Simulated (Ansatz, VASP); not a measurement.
**KMgF3 in VASP and in Ansatz**

File INCAR:

```
SYSTEM = KMgF3
PREC = Accurate ; ENCUT = 520
EDIFF = 1E-7 ; ISMEAR = 0
SIGMA = 0.01 ; LREAL = .False.
LASPH = .True. ; NELM = 80
ALGO = Normal ; ISIF = 2
LWAVE = .False. ; LCHARG = .False.
GGA = PS ; NBANDS = 24
```

File KPOINTS:

```
Automatic mesh
0
Gamma
  6 6 6
  0 0 0
```

File POSCAR:

```
KMgF3
1.0
    4.0325305745      0.0000000000      0.0000000000
    0.0000000000      4.0325305745      0.0000000000
    0.0000000000      0.0000000000      4.0325305745
K Mg F
1 1 3
Direct
    0.5000000000      0.5000000000      0.5000000000
    0.0000000000      0.0000000000      0.0000000000
    0.5000000000      0.0000000000      0.0000000000
    0.0000000000      0.5000000000      0.0000000000
    0.0000000000      0.0000000000      0.5000000000
```

Input for Ansatz:

```yaml
crystal:
  lattice:
    - [4.0325305745, 0.0, 0.0]
    - [0.0, 4.0325305745, 0.0]
    - [0.0, 0.0, 4.0325305745]
  atoms:
    - { symbol: K, position: [0.5, 0.5, 0.5] }
    - { symbol: Mg, position: [0.0, 0.0, 0.0] }
    - { symbol: F, position: [0.5, 0.0, 0.0] }
    - { symbol: F, position: [0.0, 0.5, 0.0] }
    - { symbol: F, position: [0.0, 0.0, 0.5] }
scf:
  occupations: { method: fixed }
output:
  forces: true
  stress: true
  eigenvalues: true
hamiltonian:
  xc: pbesol
basis:
  ecutwfc: 560
kpoints:
  mp_grid: { grid: [6, 6, 6] }
```

Alike in both runs: task single point; functional PBEsol; k mesh 6 × 6 × 6; no spin polarisation.

```csv
,VASP,Ansatz
version,VASP 6.6.1,Ansatz 0.2.0
potentials or method,"VASP PAW PBE potentials, release 64 (K_sv, Mg, F), cutoff 520 eV","scalar-relativistic, plane waves, PAW"
occupations,"gaussian, width 0.01 eV",fixed
valence electrons in the cell,32,40
```

VASP gave:

| Item | Value |
| --- | --- |
| gap on the k mesh at the Fermi level (eV) | 6.87 |
| least direct gap on the mesh (eV) | 7.20 |
| pressure (GPa) | -2.5 |

Question: Estimate Ansatz's values.

Answer: gap on the k mesh at the Fermi level (eV): 6.89; least direct gap on the mesh (eV): 7.22; pressure (GPa): -2.1.

VASP's potentials were made for PBE, not for PBEsol. VASP's potentials hold 32 valence electrons a cell and Ansatz's 40, so a difference there can come from the potentials and not from the codes.
